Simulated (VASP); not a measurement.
Wanted: the native input for a VASP 6.6.1 run.

| Property | Result |
| --- | --- |
| Task | single point |
| Functional | PBE |
| Potentials or basis | VASP PAW PBE potentials, release 64 (Mo_sv) |
| Cutoff | 520 eV |
| k mesh | 13 × 13 × 13 |
| Occupations | methfessel-paxton, width 0.1 eV |
| Spin | no spin polarisation |
| Dipole correction | no |
| Further INCAR settings | ALGO = Normal; EDIFF = 1e-06; NBANDS = 13 |

The structure of Mo lies in POSCAR:

```
Mo
1.0
   -1.5601924001      1.5601924001      1.5601924001
    1.5601924001     -1.5601924001      1.5601924001
    1.5601924001      1.5601924001     -1.5601924001
Mo
1
Direct
    0.0000000000      0.0000000000      0.0000000000
```

These files were run (other wordings do the same):

INCAR

```
PREC     = Accurate       # precision mode
ENCUT    = 520            # plane-wave cutoff, eV
EDIFF    = 1E-6           # SCF threshold, eV
ISMEAR   = 1              # smearing method
SIGMA    = 0.1            # smearing width, eV
LREAL    = False          # projectors in reciprocal space
LASPH    = True           # aspherical terms in the spheres
NELM     = 60             # most SCF steps
ALGO     = Normal         # electronic algorithm
ISIF     = 2              # what is computed and relaxed
LWAVE    = False          # write WAVECAR
LCHARG   = True           # write CHGCAR
GGA      = PE             # functional
LELF     = True           # ELF
LVHAR    = True         
NBANDS   = 13             # bands
```

KPOINTS

```
regular mesh
0
Gamma
  13 13 13
```

Potentials or basis: VASP PAW PBE potentials, release 64 (Mo_sv).

Command:

```bash
$ cat potpaw_PBE.64/Mo_sv/POTCAR > POTCAR
$ mpirun -np 1 vasp_std > vasp.out
```

Results of the run:

```yaml
Pressure: 10.9 GPa
Band_gap_on_the_k_mesh: zero (band 7 reaches 16.81 eV, above the bottom of band 8 at 11.64 eV)
```

Wall time 16 s on 1 thread of Intel Xeon 8259CL (shared host), peak memory 0.13 GiB.
